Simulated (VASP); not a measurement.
Input of a VASP 6.6.1 run:

File POSCAR:

```
Sn
1.0
    0.0000000000      3.1999948559      3.1999948559
    3.1999948559      0.0000000000      3.1999948559
    3.1999948559      3.1999948559      0.0000000000
Sn
2
Direct
    0.5000000000      0.5000000000      0.5000000000
    0.7500000000      0.7500000000      0.7500000000
```

The input INCAR.step1:

```
ALGO     = Normal         # electronic algorithm
EDIFF    = 1E-4           # SCF threshold, eV
ENCUT    = 520            # plane-wave cutoff, eV
GGA      = PE             # functional
ISMEAR   = -1             # smearing method
LASPH    = True           # aspherical terms in the spheres
LCHARG   = False          # write CHGCAR
LREAL    = False          # projectors in reciprocal space
LWAVE    = True           # write WAVECAR
NBANDS   = 21             # bands
NELM     = 80             # most SCF steps
PREC     = Accurate       # precision mode
SIGMA    = 0.1            # smearing width, eV
```

Contents of INCAR.step2:

```
ALGO     = Normal         # electronic algorithm
EDIFF    = 1E-6           # SCF threshold, eV
ENCUT    = 520            # plane-wave cutoff, eV
ISIF     = 2              # what is computed and relaxed
ISMEAR   = -1             # smearing method
ISTART   = 1            
LASPH    = True           # aspherical terms in the spheres
LCHARG   = False          # write CHGCAR
LMIXTAU  = True         
LREAL    = False          # projectors in reciprocal space
LWAVE    = False          # write WAVECAR
METAGGA  = R2SCAN         # meta-GGA
NBANDS   = 21             # bands
NELM     = 80             # most SCF steps
PREC     = Accurate       # precision mode
SIGMA    = 0.1            # smearing width, eV
```

Contents of KPOINTS:

```
k-points
0
Gamma
  14 14 14
```

Potentials or basis: VASP PAW PBE potentials, release 64 (Sn_d).

Command:

```sh
$ cat potpaw_PBE.64/Sn_d/POTCAR > POTCAR
$ cp INCAR.step1 INCAR
$ mpirun -np 1 vasp_std > vasp.out
$ cp INCAR.step2 INCAR
$ mpirun -np 1 vasp_std > vasp.out
```

Estimate the band gap on the k mesh.

zero (filled and empty bands touch).

Predict the pressure.

4.0 GPa.

Caveat: the cell stands under pressure; the PAW data sets were made with another functional, which shifts forces and pressure a little; spin-orbit coupling is left out, which moves the levels of the heavy elements.
